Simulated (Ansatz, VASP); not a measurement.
## Ir in VASP and in Ansatz

Contents of INCAR:

```
PREC     = Accurate       # precision mode
ENCUT    = 400            # plane-wave cutoff, eV
EDIFF    = 1E-8           # SCF threshold, eV
ISMEAR   = -1             # smearing method
SIGMA    = 0.15           # smearing width, eV
LREAL    = F              # projectors in reciprocal space
LASPH    = T              # aspherical terms in the spheres
NELM     = 120            # most SCF steps
ALGO     = Normal         # electronic algorithm
ISIF     = 2              # what is computed and relaxed
LWAVE    = F              # write WAVECAR
LCHARG   = F              # write CHGCAR
GGA      = PS             # functional
LEFG     = T            
NBANDS   = 16             # bands
GGA_COMPAT= F
```

Contents of KPOINTS:

```
Automatic mesh
0
Gamma
  18 18 10
```

The input POSCAR:

```
Ir
1.0
    2.7213187380      0.0000000000      0.0000000000
   -1.3606593690      2.3567311589      0.0000000000
    0.0000000000      0.0000000000      4.4100191876
Ir
2
Direct
    0.6666666667      0.3333333333      0.7500000000
    0.3333333333      0.6666666667      0.2500000000
```

Input for Ansatz:

```yaml
crystal:
  lattice:
    - [2.721318738, 0.0, 0.0]
    - [-1.360659369, 2.3567311589, 0.0]
    - [0.0, 0.0, 4.4100191876]
  atoms:
    - { symbol: Ir, position: [0.6666666667, 0.3333333333, 0.75] }
    - { symbol: Ir, position: [0.3333333333, 0.6666666667, 0.25] }
basis:
  ecutwfc: 420
kpoints:
  mp_grid: { grid: [18, 18, 10] }
hamiltonian:
  xc: pbesol
scf:
  occupations: { method: fermi_dirac, width: 0.15 }
output:
  forces: true
  stress: true
  eigenvalues: true
  efg: {}
checkpoint:
  read: start.run
  write: ck
  compress: false
  write_wavefunctions: false
  write_every: 100000
```

Alike in both runs: task electric field gradients; functional PBEsol; k mesh 18 × 18 × 10; occupations fermi-dirac, width 0.15 eV; no spin polarisation.

|  | VASP | Ansatz |
| --- | --- | --- |
| version | VASP 6.6.1 | Ansatz 0.2.0 |
| potentials or method | VASP PAW PBE potentials, release 64 (Ir), cutoff 400 eV | scalar-relativistic, plane waves, PAW |
| valence electrons in the cell | 18 | 34 |

VASP gave:

* gap on the k mesh at the Fermi level (eV): none
* pressure (GPa): 1.0
* size of Vzz on the site where it differs most (V/Å²): 1.5

What did Ansatz give for the same quantities?

gap on the k mesh at the Fermi level (eV): none; pressure (GPa): 0.0; size of Vzz on the site where it differs most (V/Å²): 9.5.

VASP's potentials were made for PBE, not for PBEsol. A gap of «none» marks a metal or a gap that the smearing closes. VASP's potentials hold 18 valence electrons a cell and Ansatz's 34, so a difference there can come from the potentials and not from the codes.

Neither program's run includes spin-orbit coupling.
